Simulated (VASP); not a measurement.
**SiO2: single point with LDA**

Crystal: SiO2.

```
Si O
1.0
     4.45290    0.00000    0.00000
     0.00000    4.45290    0.00000
     0.00000    0.00000    2.46557
Si O
2 4
Cartesian
  2.2264 2.2264 1.2328
  0.0000 0.0000 0.0000
  3.0922 3.0922 0.0000
  0.8658 3.5871 1.2328
  1.3607 1.3607 0.0000
  3.5871 0.8658 1.2328
```

This cell differs from its parent crystal: volume 8.148 Å^3 an atom, c/a of the conventional cell 0.5537.

```yaml
Program: VASP 6.6.1
Task: single point
Functional: LDA
Potentials_or_basis: VASP PAW LDA potentials, release 64 (Si, O_h)
Cutoff: 910 eV
k_mesh: 6 × 6 × 10
Occupations: gaussian, width 0.05 eV
Spin: no spin polarisation
Dipole_correction: no
Second_run: hard_potentials
Further_INCAR_settings: ALGO = Normal; EDIFF = 1e-06; NBANDS = 25
```

```
Pressure               : -8.0 GPa
Largest force          : 1.560 eV/Å
Band gap on the k mesh : 4.89 eV, direct
```

Forces on the atoms (eV/Å):
```
Si   0.000  0.000  0.000
Si   0.000  0.000  0.000
O   -1.103 -1.103  0.000
O   -1.103  1.103  0.000
O    1.103  1.103  0.000
O    1.103 -1.103  0.000
```

Stress tensor (GPa, compression positive):
```
-31.30   0.00   0.00
  0.00 -31.30   0.00
  0.00   0.00  38.63
```

Levels at points of the mesh, in eV from the valence-band top:
```
           k point  band 14  band 15  band 16  band 17  band 18  band 19
(0.00, 0.00, 0.00)    -0.94    -0.94     0.00     4.89     8.88     9.41
(0.50, 0.00, 0.00)    -1.60    -1.14    -1.14     7.39     7.39    10.08
(0.50, 0.50, 0.00)    -2.26    -1.95    -1.95     7.73     7.73    10.44
(0.00, 0.00, 0.50)    -2.33    -2.29    -2.29     8.09     8.09    11.01
(0.50, 0.00, 0.50)    -2.19    -1.45    -1.45     7.89     7.89     8.20
(0.50, 0.50, 0.50)    -1.75    -1.27    -1.27     6.12     6.12    10.06
```

Wall time 44 s on 1 thread of Intel(R) Xeon(R) 6975P-C (Granite Rapids) (shared host), peak memory 0.26 GiB.

Caveat: the cutoff is under 1.25 times the usual one of these potentials, so pressure, stress and relaxed cells hold a basis-set (Pulay) error; forces of over 1 eV/Å act on the atoms, so gaps and moduli don't describe the material at rest. A k mesh can miss the band edges.
